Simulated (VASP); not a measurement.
# WS2 in VASP: single point with PBE+D3(BJ)

Aim: the single point of WS2 with PBE+D3(BJ).

Program: VASP 6.6.1. These are calculated values, not measurements. Logs are shortened: lines on timing, memory, paths and dates and some standing lists are left out, and cuts for length are marked.

### Step 1. The cell of the first run

The cell holds a slab with vacuum, 6 atoms: a = 3.160 Å, b = 5.473 Å, c = 16.940 Å, α = 90.00°, β = 90.00°, γ = 90.00°.

### Step 2. Single point, PBE+D3(BJ) (atoms displaced along a vibrational mode)

Contents of INCAR:

```
  ALGO = Normal
  EDIFF = 1E-6
  ENCUT = 520
  GGA = PE
  ISIF = 2
  ISMEAR = 0
  IVDW = 12
  LASPH = True
  LCHARG = False
  LREAL = False
  LWAVE = False
  NBANDS = 35
  NELM = 60
  PREC = Accurate
  SIGMA = 0.05
```

Contents of KPOINTS:

```
k-points
0
Gamma
  8 6 2
```

Contents of POSCAR:

```
WS2
1.0
    3.1598870963      0.0000000000      0.0000000000
    0.0000000000      5.4730849970      0.0000000000
    0.0000000000      0.0000000000     16.9398491420
W S
2 4
Direct
   -0.0061711066      0.3333333333      0.0000000000
    0.5061711066      0.8333333333      0.0000000000
    0.4942715091      0.1666666667      0.9069649216
    0.0057284909      0.6666666667      0.9069649216
    0.4942715091      0.1666666667      0.0930350784
    0.0057284909      0.6666666667      0.0930350784
```

Potentials or basis: VASP PAW PBE potentials, release 64 (W_sv, S).

Run with:

```
cat potpaw_PBE.64/W_sv/POTCAR potpaw_PBE.64/S/POTCAR > POTCAR
mpirun -np 1 vasp_std > vasp.out
```

OUTCAR:

```text
EDIFF = 1E-6
   ENCUT = 520
   GGA = PE
   ISIF = 2
   ISMEAR = 0
   IVDW = 12
   LASPH = True
   LREAL = False
   NELM = 60
   PREC = Accurate
 IVDW          = 12

 ion  position               nearest neighbor table
   1  0.994  0.333  0.000-   3 2.41   5 2.41   4 2.41   6 2.41   3 2.41   5 2.41   2 3.14   2 3.14
                             2 3.18   2 3.18
   2  0.506  0.833  0.000-   4 2.41   6 2.41   5 2.41   3 2.41   4 2.41   6 2.41   1 3.14   1 3.14
                             1 3.18   1 3.18
   3  0.494  0.167  0.907-   1 2.41   2 2.41   1 2.41
   4  0.006  0.667  0.907-   2 2.41   1 2.41   2 2.41
   5  0.494  0.167  0.093-   1 2.41   2 2.41   1 2.41
   6  0.006  0.667  0.093-   2 2.41   1 2.41   2 2.41

  LATTYP: Found a simple orthorhombic cell.
 ALAT       =     3.1598870963
 B/A-ratio  =     1.7320508076
 C/A-ratio  =     5.3609032936

  Lattice vectors:

 A1 = (   3.1598870963,   0.0000000000,   0.0000000000)
 A2 = (   0.0000000000,   5.4730849970,   0.0000000000)
 A3 = (   0.0000000000,   0.0000000000,  16.9398491420)

Analysis of symmetry for initial positions (statically):
=====================================================================
 Subroutine PRICEL returns:
 Original cell was already a primitive cell.

 Routine SETGRP: Setting up the symmetry group for a
 simple orthorhombic supercell.

 Subroutine GETGRP returns: Found  4 space group operations
 (whereof  2 operations were pure point group operations)
 out of a pool of  8 trial point group operations.

The static configuration has the point symmetry C_1h.
 The point group associated with its full space group is C_2v.

Analysis of symmetry for dynamics (positions and initial velocities):
=====================================================================
 Subroutine PRICEL returns:
 Original cell was already a primitive cell.

 Routine SETGRP: Setting up the symmetry group for a
 simple orthorhombic supercell.

 Subroutine GETGRP returns: Found  4 space group operations
 (whereof  2 operations were pure point group operations)
 out of a pool of  8 trial point group operations.

The dynamic configuration has the point symmetry C_1h.
 The point group associated with its full space group is C_2v.

 Subroutine INISYM returns: Found  4 space group operations
 (whereof  2 operations are pure point group operations),
 and found     1 'primitive' translations

----------------------------------------------------------------------------------------

                                     Primitive cell

  volume of cell :     292.9634

  direct lattice vectors                    reciprocal lattice vectors
     3.159887096  0.000000000  0.000000000     0.316467003  0.000000000  0.000000000
     0.000000000  5.473084997  0.000000000     0.000000000  0.182712310  0.000000000
     0.000000000  0.000000000 16.939849142     0.000000000  0.000000000  0.059032403

  length of vectors
     3.159887096  5.473084997 16.939849142     0.316467003  0.182712310  0.059032403

  position of ions in fractional coordinates (direct lattice)
     0.993828893  0.333333333  0.000000000
     0.506171107  0.833333333  0.000000000
     0.494271509  0.166666667  0.906964922
     0.005728491  0.666666667  0.906964922
     0.494271509  0.166666667  0.093035078
     0.005728491  0.666666667  0.093035078

  ion indices of the primitive-cell ions
   primitive index   ion index
                 1           1
                 2           2
                 3           3
                 4           4
                 5           5
                 6           6

----------------------------------------------------------------------------------------

 KPOINTS: k-points

Automatic generation of k-mesh.
 Grid dimensions read from file:
 generate k-points for:    8    6    2

 Generating k-lattice:

  Cartesian coordinates                     Fractional coordinates (reciprocal lattice)
     0.039558375  0.000000000  0.000000000     0.125000000  0.000000000  0.000000000
     0.000000000  0.030452052  0.000000000     0.000000000  0.166666667  0.000000000
     0.000000000  0.000000000  0.029516201     0.000000000  0.000000000  0.500000000

  Length of vectors
     0.039558375  0.030452052  0.029516201

  Shift w.r.t. Gamma in fractional coordinates (k-lattice)
     0.000000000  0.000000000  0.000000000

 Subroutine IBZKPT returns following result:
 ===========================================

 Found     40 irreducible k-points:

 Following reciprocal coordinates:
            Coordinates               Weight
  0.000000  0.000000  0.000000      1.000000
  0.125000  0.000000  0.000000      2.000000
  0.250000  0.000000  0.000000      2.000000
  0.375000  0.000000  0.000000      2.000000
  0.500000  0.000000  0.000000      1.000000
  0.000000  0.166667  0.000000      2.000000
[... 16 lines left out ...]
  0.250000  0.000000  0.500000      2.000000
  0.375000  0.000000  0.500000      2.000000
 [... further k-points ...]
   k-points           NKPTS =     40   k-points in BZ     NKDIM =     40   number of bands    NBANDS=     35
   number of dos      NEDOS =    301   number of ions     NIONS =      6
   total plane-waves  NPLWV = 127008
   dimension x,y,z NGX =    24 NGY =   42 NGZ =  126
   dimension x,y,z NGXF=    48 NGYF=   84 NGZF=  252
   ions per type =               2   4
   NGX,Y,Z   is equivalent  to a cutoff of  12.63, 12.76, 12.37 a.u.
   NGXF,Y,Z  is equivalent  to a cutoff of  25.25, 25.52, 24.73 a.u.
 SYSTEM =  unknown system
   PREC   = accura    normal or accurate (medium, high low for compatibility)
   ISTART =      0    job   : 0-new  1-cont  2-samecut
   ICHARG =      2    charge: 1-file 2-atom 10-const
   ISPIN  =      1    spin polarized calculation?
   LNONCOLLINEAR =      F non collinear calculations
   LSORBIT =      F    spin-orbit coupling
   LASPH  =      T    aspherical Exc in radial PAW
   ENCUT  =  520.0 eV  38.22 Ry    6.18 a.u.   5.88 10.18 31.50*2*pi/ulx,y,z
   NELM   =     60;   NELMIN=  2; NELMDL= -5     # of ELM steps
   EDIFF  = 0.1E-05   stopping-criterion for ELM
   LREAL  =      F    real-space projection
[... 7 lines left out ...]
   TEBEG  =    0.0;   TEEND  =   0.0 temperature during run
   PSTRESS=    0.0 pullay stress
   NELECT =      52.0000    total number of electrons
   NUPDOWN=      -1.0000    fix difference up-down
   EMIN   =  10.00;   EMAX   =-10.00  energy-range for DOS
   EFERMI =   0.00;   METHOD = LEGACY
   ISMEAR =     0;   SIGMA  =   0.05  broadening in eV -4-tet -1-fermi 0-gaus
   EFERMI_NEDOS =   21; number of points for ismear=-14 and -15
   IALGO  =     38    algorithm
   IMIX   =      4    mixing-type and parameters
     AMIX     =   0.40;   BMIX     =  1.00
     AMIX_MAG =   1.60;   BMIX_MAG =  1.00
  volume/ion in A,a.u.               =      48.83       329.50
  Fermi-wavevector in a.u.,A,eV,Ry     =   0.920036  1.738616 11.516874  0.846466
  Thomas-Fermi vector in A             =   2.045297
   LORBIT       =      0    0 simple, 1 ext, 2 COOP (PROOUT), +10 PAW based schemes
   GGA     = PE    functional components
   LHFCALC =     F    Hartree Fock is set to
   AEXX    =    0.0000 exact exchange contribution
   IVDW    =    12    specifies the selected vdW correction
   LEPSILON=     F    determine dielectric tensor
   LRPA    =     F    only Hartree local field effects (RPA)
 non-spin polarized calculation
 Gauss-broadening in eV      SIGMA  =   0.05
  energy-cutoff  :      520.00
  volume of cell :      292.96
 maximum number of plane-waves:      7972
 NGX is ok and might be reduce to    24
   NGX = 11   NGY = 21   NGZ = 63

 number of electron      52.0000005 magnetization

 Free energy of the ion-electron system (eV)
  ---------------------------------------------------
  ext. energy  EPLUGINS =         0.00000000
  ---------------------------------------------------
  free energy    TOTEN  =       -47.32768419 eV

  energy without entropy =      -47.32768419  energy(sigma->0) =      -47.32768419

 E-fermi :  -0.8406     XC(G=0):  -4.5878

 val. band max:       -1.1756156867   @ k =   0.3750   0.0000   0.5000
 cond. band min:       0.8721743134   @ k =   0.3750   0.0000   0.0000
 fundamental gap:      2.0477900000
 Fermi energy:        -0.8405618373

 k-point     1 :       0.0000    0.0000    0.0000
  band No.  band energies     occupation
      1     -75.1199      2.00000
      2     -75.1014      2.00000
      3     -39.5530      2.00000
      4     -39.3708      2.00000
      5     -39.3047      2.00000
      6     -39.2824      2.00000
[... 27 lines left out ...]
     34       3.6371      0.00000
     35       3.8634      0.00000

 k-point     2 :       0.1250    0.0000    0.0000
  band No.  band energies     occupation
      1     -75.1178      2.00000
      2     -75.1007      2.00000
      3     -39.5365      2.00000
      4     -39.3635      2.00000
      5     -39.3152      2.00000
      6     -39.3024      2.00000
[... 27 lines left out ...]
     34       3.4330      0.00000
     35       4.2400      0.00000

 k-point     3 :       0.2500    0.0000    0.0000
  band No.  band energies     occupation
      1     -75.1126      2.00000
      2     -75.0994      2.00000
      3     -39.4920      2.00000
      4     -39.3913      2.00000
      5     -39.3447      2.00000
      6     -39.3354      2.00000
[... 27 lines left out ...]
     34       4.3068      0.00000
     35       4.9562      0.00000
[... 723 lines left out ...]
 k-point    23 :       0.2500    0.0000    0.5000
  band No.  band energies     occupation
      1     -75.1126      2.00000
      2     -75.0994      2.00000
      3     -39.4920      2.00000
      4     -39.3913      2.00000
      5     -39.3447      2.00000
      6     -39.3354      2.00000
[... 27 lines left out ...]
     34       4.3068      0.00000
     35       5.0161      0.00000

 k-point    24 :       0.3750    0.0000    0.5000
  band No.  band energies     occupation
      1     -75.1064      2.00000
      2     -75.0991      2.00000
      3     -39.4731      2.00000
      4     -39.4378      2.00000
      5     -39.4153      2.00000
      6     -39.3224      2.00000
[... 27 lines left out ...]
     34       4.4879      0.00000
     35       5.4557      0.00000

 [... further k-points ...]

------------------------ aborting loop because EDIFF is reached ----------------------------------------

 Edisp (eV)   -1.86428

 E8    (eV) :    -0.8368

  FORCE on cell =-STRESS in cart. coord.  units (eV):
  Direction    XX          YY          ZZ          XY          YZ          ZX
  --------------------------------------------------------------------------------------
  -------------------------------------------------------------------------------------
  Total      -0.06596    -0.03861    -0.07590     0.00000     0.00000     0.00000
  in kB      -0.36072    -0.21117    -0.41509     0.00000     0.00000     0.00000
  external pressure =       -0.33 kB  Pullay stress =        0.00 kB

 VOLUME and BASIS-vectors are now :
 -----------------------------------------------------------------------------
  energy-cutoff  :      520.00
  volume of cell :      292.96
      direct lattice vectors                 reciprocal lattice vectors
     3.159887096  0.000000000  0.000000000     0.316467003  0.000000000  0.000000000
     0.000000000  5.473084997  0.000000000     0.000000000  0.182712310  0.000000000
     0.000000000  0.000000000 16.939849142     0.000000000  0.000000000  0.059032403

 POSITION                                       TOTAL-FORCE (eV/Angst)
 -----------------------------------------------------------------------------------
      3.14039      1.82436      0.00000         0.221429      0.001468      0.000000
      1.59944      4.56090      0.00000        -0.221429      0.001468      0.000000
      1.56184      0.91218     15.36385         0.036256     -0.000734     -0.000706
      0.01810      3.64872     15.36385        -0.036256     -0.000734     -0.000706
      1.56184      0.91218      1.57600         0.036256     -0.000734      0.000706
      0.01810      3.64872      1.57600        -0.036256     -0.000734      0.000706
 -----------------------------------------------------------------------------------
    total drift:                                0.000000     -0.000017     -0.000000

  FREE ENERGIE OF THE ION-ELECTRON SYSTEM (eV)
  ---------------------------------------------------
  free  energy   TOTEN  =       -49.1919652162 eV

  energy  without entropy=      -49.1919652162  energy(sigma->0) =      -49.19196522
```

It took 16 min on 1 thread of Intel Xeon 8259CL, shared host; peak memory 0.56 GiB.

Results:

```yaml
Free_energy: -49.1920 eV
Largest_force: 0.221 eV/Å
Band_gap_on_the_k_mesh: 2.05 eV
Dispersion_energy_per_atom: -0.311 eV
```

Forces on the atoms (eV/Å):
```
W    0.221  0.001  0.000
W   -0.221  0.001  0.000
S    0.036 -0.001 -0.001
S   -0.036 -0.001 -0.001
S    0.036 -0.001  0.001
S   -0.036 -0.001  0.001
```

Caveat: the cell differs from its parent crystal (atoms displaced along a vibrational mode); there is no dipole correction, which matters where the two faces differ; spin-orbit coupling is left out, which moves the levels of the heavy elements.
